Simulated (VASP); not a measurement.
A run of VASP 6.6.1:

The input INCAR:

```
PREC = Accurate
ENCUT = 600
EDIFF = 1E-6
ISMEAR = 0
SIGMA = 0.1
LREAL = F
LASPH = T
NELM = 120
ALGO = Normal
ISIF = 2
LWAVE = F
LCHARG = F
GGA = PE
IVDW = 12
NBANDS = 37
GGA_COMPAT = F
```

Contents of KPOINTS:

```
Automatic mesh
0
Gamma
  8 8 8
```

The input POSCAR:

```
Ag2O
1.0
    4.7546073814      0.0000000000      0.0000000000
    0.0000000000      4.7546073814      0.0000000000
    0.0000000000      0.0000000000      4.7546073814
Ag O
4 2
Direct
    0.2500000000      0.2500000000      0.2500000000
    0.2500000000      0.7500000000      0.7500000000
    0.7500000000      0.7500000000      0.2500000000
    0.7500000000      0.2500000000      0.7500000000
    0.0000000000      0.0000000000      0.0000000000
    0.5000000000      0.5000000000      0.5000000000
```

Potentials or basis: VASP PAW PBE potentials, release 64 (Ag, O).

Command:

```sh
$ cat potpaw_PBE.64/Ag/POTCAR potpaw_PBE.64/O/POTCAR > POTCAR
$ mpirun -np 1 vasp_std > vasp.out
```

Hardware: 1 thread of Oxide Virtual Turin-like Processor, on a shared host.

How long does it take, and how much memory?

Run time: 4 min on 1 thread of Oxide Virtual Turin-like Processor (shared host), peak memory 0.29 GiB. Counts: scf iterations 14, k points 35.
